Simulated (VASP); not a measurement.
# As (P6_3/mmc) in VASP: notebook

Runs on As. Level: r2SCAN. Tasks: single point, relaxation of cell and atoms.

Everything below comes from runs of VASP 6.6.1. Logs are shortened: lines on timing, memory, paths and dates and some standing lists are left out, and cuts for length are marked.

### Step 1. The cell of the first run

It takes space group P6_3/mmc (No. 194, hexagonal). Conventional cell: a = 2.965 Å, b = 2.965 Å, c = 4.997 Å, α = 90.00°, β = 90.00°, γ = 120.00°. As (site symmetry -6m2) has 12 As at 2.96 to 3.03 Å within 3.9 Å.

### Step 2. Single point, r2SCAN

Contents of POSCAR:

```
As
1.0
    2.9646870699      0.0000000000      0.0000000000
   -1.4823435350      2.5674943168      0.0000000000
    0.0000000000      0.0000000000      4.9974963614
As
2
Direct
    0.3333333333      0.6666666667      0.2500000000
    0.6666666667      0.3333333333      0.7500000000
```

Contents of INCAR.step1:

```
SYSTEM = As
PREC = Accurate ; ENCUT = 520
ISMEAR = -1 ; SIGMA = 0.05
LREAL = .False. ; LASPH = .True.
NELM = 100 ; NBANDS = 12
GGA = PE ; ALGO = Normal
EDIFF = 1E-4 ; LWAVE = .True.
LCHARG = .False.
```

Contents of INCAR.step2:

```
SYSTEM = As
PREC = Accurate ; ENCUT = 520
EDIFF = 1E-6 ; ISMEAR = -1
SIGMA = 0.05 ; LREAL = .False.
LASPH = .True. ; NELM = 100
ALGO = Normal ; ISIF = 2
LWAVE = .False. ; LCHARG = .False.
METAGGA = R2SCAN ; LMIXTAU = .True.
NBANDS = 12 ; ISTART = 1
```

Contents of KPOINTS:

```
Automatic mesh
0
Gamma
  8 8 4
  0 0 0
```

Potentials or basis: VASP PAW PBE potentials, release 64 (As).

Run with:

```
$ cat potpaw_PBE.64/As/POTCAR > POTCAR
$ cp INCAR.step1 INCAR
$ mpirun -np 1 vasp_std > vasp.out
$ cp INCAR.step2 INCAR
$ mpirun -np 1 vasp_std > vasp.out
```

OUTCAR:

```text
SYSTEM = As
   PREC = Accurate
   ENCUT = 520
   EDIFF = 1E-6
   ISMEAR = -1
   LREAL = .False.
   LASPH = .True.
   NELM = 100
   ISIF = 2
   METAGGA = R2SCAN
   ISTART = 1

 ion  position               nearest neighbor table
   1  0.333  0.667  0.250-
   2  0.667  0.333  0.750-

  LATTYP: Found a hexagonal cell.
 ALAT       =     2.9646870699
 C/A-ratio  =     1.6856741516

  Lattice vectors:

 A1 = (   2.9646870699,   0.0000000000,   0.0000000000)
 A2 = (  -1.4823435350,   2.5674943168,   0.0000000000)
 A3 = (   0.0000000000,   0.0000000000,   4.9974963614)

Analysis of symmetry for initial positions (statically):
=====================================================================
 Subroutine PRICEL returns:
 Original cell was already a primitive cell.

 Routine SETGRP: Setting up the symmetry group for a
 hexagonal supercell.

 Subroutine GETGRP returns: Found 24 space group operations
 (whereof 12 operations were pure point group operations)
 out of a pool of 24 trial point group operations.

The static configuration has the point symmetry D_3d.
 The point group associated with its full space group is D_6h.

Analysis of symmetry for dynamics (positions and initial velocities):
=====================================================================
 Subroutine PRICEL returns:
 Original cell was already a primitive cell.

 Routine SETGRP: Setting up the symmetry group for a
 hexagonal supercell.

 Subroutine GETGRP returns: Found 24 space group operations
 (whereof 12 operations were pure point group operations)
 out of a pool of 24 trial point group operations.

The dynamic configuration has the point symmetry D_3d.
 The point group associated with its full space group is D_6h.

 Subroutine INISYM returns: Found 24 space group operations
 (whereof 12 operations are pure point group operations),
 and found     1 'primitive' translations

----------------------------------------------------------------------------------------

                                     Primitive cell

  volume of cell :      38.0400

  direct lattice vectors                    reciprocal lattice vectors
     2.964687070  0.000000000  0.000000000     0.337303728  0.194742398  0.000000000
    -1.482343535  2.567494317  0.000000000     0.000000000  0.389484796  0.000000000
     0.000000000  0.000000000  4.997496361     0.000000000  0.000000000  0.200100196

  length of vectors
[... 84 lines left out ...]
   EDIFFG = 0.1E-04   stopping-criterion for IOM
   NSW    =      0    number of steps for IOM
   IBRION =     -1    ionic relax: 0-MD 1-quasi-New 2-CG
   NFREE  =      0    steps in history (QN), initial steepest desc. (CG)
   ISIF   =      2    stress and relaxation
   ISYM   =      2    0-nonsym 1-usesym 2-fastsym
   POTIM  = 0.5000    time-step for ionic-motion
   TEBEG  =    0.0;   TEEND  =   0.0 temperature during run
   PSTRESS=    0.0 pullay stress
   NELECT =      10.0000    total number of electrons
   NUPDOWN=      -1.0000    fix difference up-down
   EMIN   =  10.00;   EMAX   =-10.00  energy-range for DOS
   EFERMI =   0.00;   METHOD = LEGACY
   ISMEAR =    -1;   SIGMA  =   0.05  broadening in eV -4-tet -1-fermi 0-gaus
   EFERMI_NEDOS =   21; number of points for ismear=-14 and -15
   IALGO  =     38    algorithm
   IMIX   =      4    mixing-type and parameters
     AMIX     =   0.40;   BMIX     =  1.00
     AMIX_MAG =   1.60;   BMIX_MAG =  1.00
  volume/ion in A,a.u.               =      19.02       128.35
  Fermi-wavevector in a.u.,A,eV,Ry     =   1.048724  1.981801 14.963988  1.099822
  Thomas-Fermi vector in A             =   2.183657
   LORBIT       =      0    0 simple, 1 ext, 2 COOP (PROOUT), +10 PAW based schemes
   METAGGA = R2SCAN    functional components
   LHFCALC =     F    Hartree Fock is set to
   AEXX    =    0.0000 exact exchange contribution
   IVDW    =     0    specifies the selected vdW correction
   LEPSILON=     F    determine dielectric tensor
   LRPA    =     F    only Hartree local field effects (RPA)
 non-spin polarized calculation
  energy-cutoff  :      520.00
  volume of cell :       38.04
 maximum number of plane-waves:      1051
 NGX is ok and might be reduce to    24
   NGX = 11   NGY = 11   NGZ = 19

 number of electron      10.0000000 magnetization

 Free energy of the ion-electron system (eV)
  ---------------------------------------------------
  ext. energy  EPLUGINS =         0.00000000
  ---------------------------------------------------
  free energy    TOTEN  =       -27.99765629 eV

  energy without entropy =      -27.99090979  energy(sigma->0) =      -27.99428304

 E-fermi :   6.4013     XC(G=0): -11.3627

 val. band max:        6.3643866281   @ k =   0.1250   0.1250   0.2500
 cond. band min:       6.6254630434   @ k =   0.2500   0.1250   0.2500
 fundamental gap:      0.2610764153
 Fermi energy:         6.4012839650

 k-point     1 :       0.0000    0.0000    0.0000
  band No.  band energies     occupation
      1      -9.4881      2.00000
      2      -5.1665      2.00000
      3      -0.7295      2.00000
      4      10.9742      0.00000
      5      10.9742      0.00000
      6      12.0194      0.00000
      7      12.6016      0.00000
      8      12.6016      0.00000
      9      17.0681      0.00000
     10      18.3506      0.00000
     11      19.4808      0.00000
     12      19.4808      0.00000
[... 331 lines left out ...]
 k-point    24 :       0.3750   -0.0000    0.5000
  band No.  band energies     occupation
      1      -5.0935      2.00000
      2      -5.0935      2.00000
      3       1.7585      2.00000
      4       1.7585      2.00000
      5       7.6473      0.00000
      6       7.6473      0.00000
      7       8.8809      0.00000
      8       8.8809      0.00000
      9      14.1947      0.00000
     10      14.1947      0.00000
     11      16.3977      0.00000
     12      16.3977      0.00000

 [... further k-points ...]
[... 5 lines left out ...]
  --------------------------------------------------------------------------------------
  -------------------------------------------------------------------------------------
  Total       -0.0255106     -0.0255106     -0.0320508      0.0000000      0.0000000      0.0000000
  in kB       -1.0744593     -1.0744593     -1.3499229      0.0000000      0.0000000      0.0000000
  external PRESSURE =      -1.1662805 kB  Pullay stress =       0.0000000 kB

 VOLUME and BASIS-vectors are now :
 -----------------------------------------------------------------------------
  energy-cutoff  :      520.00
  volume of cell :       38.04
      direct lattice vectors                 reciprocal lattice vectors
     2.964687070  0.000000000  0.000000000     0.337303728  0.194742398  0.000000000
    -1.482343535  2.567494317  0.000000000     0.000000000  0.389484796  0.000000000
     0.000000000  0.000000000  4.997496361     0.000000000  0.000000000  0.200100196

 POSITION                                       TOTAL-FORCE (eV/Angst)
 -----------------------------------------------------------------------------------
     -0.00000      1.71166      1.24937         0.000000     -0.000000      0.000000
      1.48234      0.85583      3.74812        -0.000000      0.000000      0.000000
 -----------------------------------------------------------------------------------
    total drift:                               -0.000000      0.000000      0.000000

  FREE ENERGIE OF THE ION-ELECTRON SYSTEM (eV)
  ---------------------------------------------------
  free  energy   TOTEN  =       -27.9976562880 eV

  energy  without entropy=      -27.9909097878  energy(sigma->0) =      -27.99428304
```

OSZICAR.step1:

```text
N       E                     dE             d eps       ncg     rms          rms(c)
DAV:   1     0.272639663759E+02    0.27264E+02   -0.41274E+03   720   0.696E+02
DAV:   2    -0.695556536410E+01   -0.34220E+02   -0.32424E+02  1012   0.110E+02
DAV:   3    -0.832807822483E+01   -0.13725E+01   -0.13643E+01   896   0.222E+01
DAV:   4    -0.833306459808E+01   -0.49864E-02   -0.49861E-02   824   0.151E+00
DAV:   5    -0.833307094981E+01   -0.63517E-05   -0.63515E-05   848   0.624E-02    0.271E+00
DAV:   6    -0.832650358436E+01    0.65674E-02   -0.38653E-03   820   0.331E-01    0.158E+00
DAV:   7    -0.832363557964E+01    0.28680E-02   -0.75081E-03   804   0.462E-01    0.627E-02
DAV:   8    -0.832366709430E+01   -0.31515E-04   -0.12032E-04   660   0.767E-02
   1 F= -.83236671E+01 E0= -.83201514E+01  d E =-.703146E-02
```

Run time: 74 s. Hardware: 1 thread of AMD EPYC 7R43 (Zen 3), shared host; peak memory 0.13 GiB.

What came out:

```yaml
Free_energy: -27.9977 eV
Pressure: -0.1 GPa
Band_gap_on_the_k_mesh: zero (band 5 reaches 11.79 eV, above the bottom of band 6 at 3.36 eV)
```

Levels at points of the mesh, in eV from the Fermi level:
```tsv
k point	band 1	band 2	band 3	band 4	band 5	band 6	band 7	band 8	band 9
(0.00, 0.00, 0.00)	-15.89	-11.57	-7.13	4.57	4.57	5.62	6.20	6.20	10.67
(0.50, 0.00, 0.00)	-11.29	-9.75	-5.46	-4.03	-2.66	-0.06	0.84	4.23	6.14
(0.00, 0.00, 0.50)	-14.44	-14.44	-1.40	-1.40	5.38	5.38	5.38	5.38	11.82
(0.50, 0.00, 0.50)	-10.28	-10.28	-6.49	-6.49	1.88	1.88	2.15	2.15	7.98
```

Caveat: the PAW data sets were made with another functional, which shifts forces and pressure a little.

### Step 3. Relaxation of cell and atoms, r2SCAN

This run uses another cell than the first one, of 21.48 Å³/atom, 1.129 times its volume.

Contents of POSCAR:

```
As
1.0
    3.1200000000      0.0000000000      0.0000000000
   -1.5600000000      2.7019992598      0.0000000000
    0.0000000000      0.0000000000      5.0949600000
As
2
Direct
    0.3333333333      0.6666666667      0.2500000000
    0.6666666667      0.3333333333      0.7500000000
```

Contents of INCAR.step1:

```
SYSTEM = As
PREC = Accurate
ENCUT = 600
ISMEAR = -1
SIGMA = 0.05
LREAL = .False.
LASPH = .True.
NELM = 100
GGA = PE
ALGO = Normal
EDIFF = 1E-4
LWAVE = .True.
LCHARG = .False.
```

Contents of INCAR.step2:

```
SYSTEM = As
PREC = Accurate
ENCUT = 600
EDIFF = 1E-7
ISMEAR = -1
SIGMA = 0.05
LREAL = .False.
LASPH = .True.
NELM = 100
ALGO = Normal
ISIF = 3
LWAVE = .False.
LCHARG = .False.
METAGGA = R2SCAN
LMIXTAU = .True.
IBRION = 2
NSW = 80
EDIFFG = -0.02
ISTART = 1
```

Contents of KPOINTS:

```
regular mesh
0
Gamma
  8 8 4
  0 0 0
```

Potentials or basis: VASP PAW PBE potentials, release 64 (As).

Run with:

```
$ cat potpaw_PBE.64/As/POTCAR > POTCAR
$ cp INCAR.step1 INCAR
$ mpirun -np 1 vasp_std > vasp.out
$ cp INCAR.step2 INCAR
$ mpirun -np 1 vasp_std > vasp.out
```

It took 7 min on 1 thread of AMD EPYC 7R43 (Zen 3), shared host; peak memory 0.16 GiB.

Results (log left out):

```
Free energy                            : -27.9985 eV
Relaxed volume                         : 19.01 Å³/atom
Relaxed cell                           : a = 2.963 Å, b = 2.963 Å, c = 4.998 Å, α = 90.00°, β = 90.00°, γ = 120.00°
Space group after relaxing (to 0.05 Å) : P6_3/mmc (No. 194)
Energy gained by relaxing              : 71.5 meV/atom
Ionic steps                            : 6
Pressure after relaxing                : -0.1 GPa
Band gap on the k mesh                 : zero (band 5 reaches 11.81 eV, above the bottom of band 6 at 3.37 eV)
```

Stress tensor (GPa, compression positive):
```
-0.02  0.00  0.00
 0.00 -0.02  0.00
 0.00  0.00 -0.13
```

Step by step:
| step | energy change (eV) | largest force (eV/Å) | pressure (GPa) | volume (Å³) |
| --- | --- | --- | --- | --- |
| 1 | 0.0000 | 0.0000 | -7.61 | 42.95 |
| 2 | -0.1302 | 0.0000 | 2.77 | 36.91 |
| 3 | -0.1385 | 0.0000 | 0.21 | 37.94 |
| 4 | -0.1385 | 0.0000 | -0.02 | 38.04 |
| 5 | -0.1424 | 0.0000 | -0.05 | 38.02 |
| 6 | -0.1429 | 0.0000 | -0.06 | 38.01 |

Final structure:
```yaml
crystal:
  lattice:
    - [2.96339, 0.00000, 0.00000]
    - [-1.48170, 2.56637, 0.00000]
    - [0.00000, 0.00000, 4.99814]
  atoms:
    - { symbol: As, position: [0.33333, 0.66667, 0.25000] }
    - { symbol: As, position: [0.66667, 0.33333, 0.75000] }
```

Levels at points of the mesh, in eV from the Fermi level:
| k point | band 1 | band 2 | band 3 | band 4 | band 5 | band 6 | band 7 | band 8 |
| --- | --- | --- | --- | --- | --- | --- | --- | --- |
| (0.00, 0.00, 0.00) | -15.90 | -11.58 | -7.14 | 4.58 | 4.58 | 5.61 | 6.21 | 6.21 |
| (0.50, 0.00, 0.00) | -11.30 | -9.76 | -5.47 | -4.04 | -2.66 | -0.06 | 0.85 | 4.23 |
| (0.00, 0.00, 0.50) | -14.45 | -14.45 | -1.41 | -1.41 | 5.39 | 5.39 | 5.39 | 5.39 |
| (0.50, 0.00, 0.50) | -10.28 | -10.28 | -6.50 | -6.50 | 1.88 | 1.88 | 2.16 | 2.16 |

Caveat: the PAW data sets were made with another functional, which shifts forces and pressure a little.
